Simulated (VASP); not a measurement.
# Ti: single point with LDA

Crystal: Ti.

```
Ti
1.0
    -1.54623    1.70746    4.32556
     1.54623   -1.70746    4.32556
     1.54623    1.70746   -4.32556
Ti
1
Direct
  0.00000 0.00000 0.00000
```

| Item | Value |
| --- | --- |
| Program | VASP 6.6.1 |
| Task | single point |
| Functional | LDA |
| Potentials or basis | VASP PAW LDA potentials, release 64 (Ti_sv) |
| Cutoff | 520 eV |
| k mesh | 12 × 12 × 12 |
| Occupations | methfessel-paxton, width 0.1 eV |
| Spin | no spin polarisation |
| Dipole correction | no |
| Further INCAR settings | ALGO = Normal; EDIFF = 1e-06; NBANDS = 12 |

* Pressure: -13.5 GPa
* Band gap on the k mesh: zero (bands 6 and 7 overlap by 0.70 eV)

Stress tensor (GPa, compression positive):
```
-16.11   0.00   0.00
  0.00 -15.69   0.00
  0.00   0.00  -8.60
```

Levels at points of the mesh, in eV from the Fermi level:
| k point | band 2 | band 3 | band 4 | band 5 | band 6 | band 7 | band 8 | band 9 | band 10 | band 11 |
| --- | --- | --- | --- | --- | --- | --- | --- | --- | --- | --- |
| (0.00, 0.00, 0.00) | -33.69 | -33.48 | -33.25 | -3.50 | -0.49 | -0.24 | 0.91 | 1.34 | 1.72 | 4.48 |
| (0.50, 0.00, 0.00) | -33.68 | -33.55 | -33.25 | -1.14 | -0.32 | 0.47 | 0.66 | 1.27 | 1.44 | 2.80 |
| (0.00, 0.50, 0.00) | -33.67 | -33.46 | -33.44 | -0.60 | -0.23 | 0.70 | 0.81 | 1.01 | 1.13 | 3.91 |
| (0.50, 0.50, 0.00) | -33.66 | -33.53 | -33.43 | -0.76 | -0.03 | 0.41 | 0.92 | 2.18 | 3.47 | 4.66 |
| (0.50, 0.50, 0.50) | -33.69 | -33.48 | -33.25 | -2.50 | -0.50 | -0.32 | 0.84 | 1.01 | 1.40 | 1.73 |

It took 59 s on 1 thread of Intel(R) Xeon(R) 6975P-C (Granite Rapids), on a shared host, peak memory 0.28 GiB.

Caveat: the cell stands under tension.
